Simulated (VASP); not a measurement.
Write the native input for VASP 6.6.1 that does the following.

* Task: single point
* Functional: PBE
* Dispersion: D3(BJ)
* Potentials or basis: VASP PAW PBE potentials, release 64 (Al, H)
* Cutoff: 520 eV
* k mesh: 6 × 6 × 1
* Occupations: gaussian, width 0.1 eV
* Spin: no spin polarisation
* Dipole correction: yes
* Further INCAR settings: LREAL = Auto; ALGO = Normal; EDIFF = 1e-06; NBANDS = 78

The structure of Al36H lies in POSCAR:

```
Al36H
1.0
    5.6288445219      0.0000000000      0.0000000000
   -2.8144222609      4.8747223499      0.0000000000
    0.0000000000      0.0000000000     35.9073562080
Al H
36 1
Direct
    0.1666666667      0.3333333333      0.1113977865
    0.1666666667      0.8333333333      0.1113977865
    0.6666666667      0.3333333333      0.1113977865
    0.6666666667      0.8333333333      0.1113977865
    0.0000000000      0.0000000000      0.1757372983
    0.0000000000      0.5000000000      0.1757372983
    0.5000000000      0.0000000000      0.1757372983
    0.5000000000      0.5000000000      0.1757372983
    0.3333333333      0.1666666667      0.2400768102
    0.3333333333      0.6666666667      0.2400768102
    0.8333333333      0.1666666667      0.2400768102
    0.8333333333      0.6666666667      0.2400768102
    0.0000000000      0.0000000000      0.3044163221
    0.0000000000      0.5000000000      0.3044163221
    0.5000000000      0.0000000000      0.3044163221
    0.5000000000      0.5000000000      0.3044163221
    0.1666666667      0.3333333333      0.3682539347
    0.1666666667      0.8333333333      0.3682539347
    0.6666666667      0.3333333333      0.3682539347
    0.6666666667      0.8333333333      0.3682539347
    0.0000000000      0.0000000000      0.4320699059
    0.0000000000      0.5000000000      0.4320699059
    0.5000000000      0.0000000000      0.4320699059
    0.5000000000      0.5000000000      0.4320699059
    0.3333333333      0.1666666667      0.4967844642
    0.3333333333      0.6666666667      0.4967844642
    0.8333333333      0.1666666667      0.4967844642
    0.8333333333      0.6666666667      0.4967844642
    0.0000000000      0.0000000000      0.5611166564
    0.0000000000      0.5000000000      0.5611166564
    0.5000000000      0.0000000000      0.5611166564
    0.5000000000      0.5000000000      0.5611166564
    0.1666666667      0.3333333333      0.6268174153
    0.1666666667      0.8333333333      0.6268174153
    0.6666666667      0.3333333333      0.6268174153
    0.6666666667      0.8333333333      0.6268174153
    0.2500000000      0.5000000000      0.7131506998
```

One way to write it, as run:

INCAR

```
PREC     = Accurate       # precision mode
ENCUT    = 520            # plane-wave cutoff, eV
EDIFF    = 1E-6           # SCF threshold, eV
ISMEAR   = 0              # smearing method
SIGMA    = 0.1            # smearing width, eV
LREAL    = Auto         
LASPH    = T              # aspherical terms in the spheres
NELM     = 60             # most SCF steps
ALGO     = Normal         # electronic algorithm
ISIF     = 2              # what is computed and relaxed
LWAVE    = F              # write WAVECAR
LCHARG   = T              # write CHGCAR
LDIPOL   = T            
IDIPOL   = 3            
DIPOL    = 0.5 0.5 0.378
GGA      = PE             # functional
IVDW     = 12             # dispersion correction
LELF     = T              # ELF
LVHAR    = T            
LVACPOTAV= T            
NBANDS   = 78             # bands
```

KPOINTS

```
Automatic mesh
0
Gamma
  6 6 1
```

Potentials or basis: VASP PAW PBE potentials, release 64 (Al, H).

The run is started by

```sh
$ cat potpaw_PBE.64/Al/POTCAR potpaw_PBE.64/H/POTCAR > POTCAR
$ mpirun -np 1 vasp_std > vasp.out
```

Results of the run:

The largest force is 0.921 eV/Å, the band gap on the k mesh is zero (an odd number of electrons rules out a gap without spin polarisation) and the dispersion energy per atom is -0.304 eV.

It took 21 min on 1 thread of Intel(R) Xeon(R) 6975P-C (Granite Rapids) (shared host), peak memory 1.2 GiB.
